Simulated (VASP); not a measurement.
Write the native input for VASP 6.6.1 that does the following.

| Item | Value |
| --- | --- |
| Task | relaxation of cell and atoms |
| Functional | PBE |
| Potentials or basis | VASP PAW PBE potentials, release 64 (Tl_d, As) |
| Cutoff | 600 eV |
| k mesh | 6 × 6 × 6 |
| Occupations | gaussian, width 0.1 eV |
| Spin | no spin polarisation |
| Dipole correction | no |
| Further INCAR settings | ALGO = Normal; EDIFF = 1e-06; IBRION = 2; EDIFFG = -0.04; NSW = 90; ISIF = 3 |

The structure of Tl2As lies in POSCAR:

```
Tl2As
1.0
   -1.8800587551      1.8800587551      6.1171879366
    1.8800587551     -1.8800587551      6.1171879366
    1.8800587551      1.8800587551     -6.1171879366
Tl As
2 1
Direct
    0.3400000000      0.3400000000      0.0000000000
    0.6600000000      0.6600000000      0.0000000000
    0.0000000000      0.0000000000      0.0000000000
```

These files were run (other wordings do the same):

INCAR

```
SYSTEM = Tl2As
PREC = Accurate ; ENCUT = 600
EDIFF = 1E-6 ; ISMEAR = 0
SIGMA = 0.1 ; LREAL = .FALSE.
LASPH = .TRUE. ; NELM = 100
ALGO = Normal ; ISIF = 3
LWAVE = .FALSE. ; LCHARG = .FALSE.
GGA = PE ; IBRION = 2
NSW = 90 ; EDIFFG = -0.04
```

KPOINTS

```
Automatic mesh
0
G
  6 6 6
  0 0 0
```

Potentials or basis: VASP PAW PBE potentials, release 64 (Tl_d, As).

Command:

```console
$ cat potpaw_PBE.64/Tl_d/POTCAR potpaw_PBE.64/As/POTCAR > POTCAR
$ mpirun -np 1 vasp_std > vasp.out
```

Results of the run:

```json
{"Relaxed volume": "28.81 Å³/atom", "Relaxed cell": "a = 7.113 Å, b = 7.113 Å, c = 7.113 Å, α = 150.62°, β = 150.62°, γ = 42.04°", "Space group after relaxing (to 0.05 Å)": "I4/mmm (No. 139)", "Energy gained by relaxing": "71.2 meV/atom", "Ionic steps": "8", "Pressure after relaxing": "0.0 GPa", "Largest force after relaxing": "0.039 eV/Å"}
```

Caveat: the k points lie up to 0.41 Å⁻¹ apart in the final cell.

Run time: 16 min on 1 thread of AMD EPYC 7R13 Processor (Zen 3), on a shared host, peak memory 0.43 GiB.
